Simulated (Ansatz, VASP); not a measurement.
## Al3C2 in VASP and in Ansatz

File INCAR:

```
SYSTEM = Al3C2
  PREC = Accurate
  ENCUT = 600
  EDIFF = 1E-6
  ISMEAR = 0
  SIGMA = 0.1
  LREAL = .False.
  LASPH = .True.
  NELM = 60
  ALGO = Normal
  ISIF = 3
  LWAVE = .False.
  LCHARG = .False.
  GGA = PE
  IBRION = 2
  NSW = 90
  EDIFFG = -0.04
```

KPOINTS

```
Automatic mesh
0
Gamma
  6 6 6
  0 0 0
```

File POSCAR:

```
Al3C2
1.0
    5.3341429370      0.0000000000      0.0000000000
   -2.6670714685      4.6195032909      0.0000000000
    0.0000000000      0.0000000000      2.8804030503
Al C
3 2
Direct
    0.5000000000      0.0000000000      0.5000000000
    0.0000000000      0.5000000000      0.5000000000
    0.5000000000      0.5000000000      0.5000000000
    0.3333333333      0.6666666667      0.0000000000
    0.6666666667      0.3333333333      0.0000000000
```

Input for Ansatz:

```yaml
crystal:
  lattice:
    - [5.334142937, 0.0, 0.0]
    - [-2.6670714685, 4.6195032909, 0.0]
    - [0.0, 0.0, 2.8804030503]
  atoms:
    - { symbol: Al, position: [0.5, 0.0, 0.5] }
    - { symbol: Al, position: [0.0, 0.5, 0.5] }
    - { symbol: Al, position: [0.5, 0.5, 0.5] }
    - { symbol: C, position: [0.3333333333, 0.6666666667, 0.0] }
    - { symbol: C, position: [0.6666666667, 0.3333333333, 0.0] }
basis:
  ecutwfc: 420
kpoints:
  mp_grid: { grid: [6, 6, 6] }
hamiltonian:
  xc: pbe
scf:
  occupations: { method: gaussian, width: 0.1 }
  lower_state_search: "off"
output:
  forces: true
  stress: true
  eigenvalues: true
relax:
  adjacent_minimum: "off"
  f_tol: 0.04
  max_steps: 70
  cell: { stress_tol: 0.4 }
```

Alike in both runs: task relaxation of cell and atoms; functional PBE; k mesh 6 × 6 × 6; occupations gaussian, width 0.1 eV; no spin polarisation.

```csv
,VASP,Ansatz
version,VASP 6.6.1,Ansatz 0.2.0
potentials or method,"VASP PAW PBE potentials, release 64 (Al, C), cutoff 600 eV","scalar-relativistic, plane waves, PAW"
valence electrons in the cell,17,17
```

```tsv
	VASP	Ansatz	Ansatz less VASP
gap on the k mesh at the Fermi level, each at its own relaxed structure (eV)	none	none	-
relaxed volume (Å³/atom)	14.20	14.20	0.000
relaxed length of the cell vector where the two differ most in proportion (Å)	5.334	5.334	0.0000
```

A gap of «none» marks a metal or a gap that the smearing closes.

The k mesh is coarse, so the values compare programs but aren't converged. Noted on VASP's run: the relaxation stopped at its first step, so nothing moved.
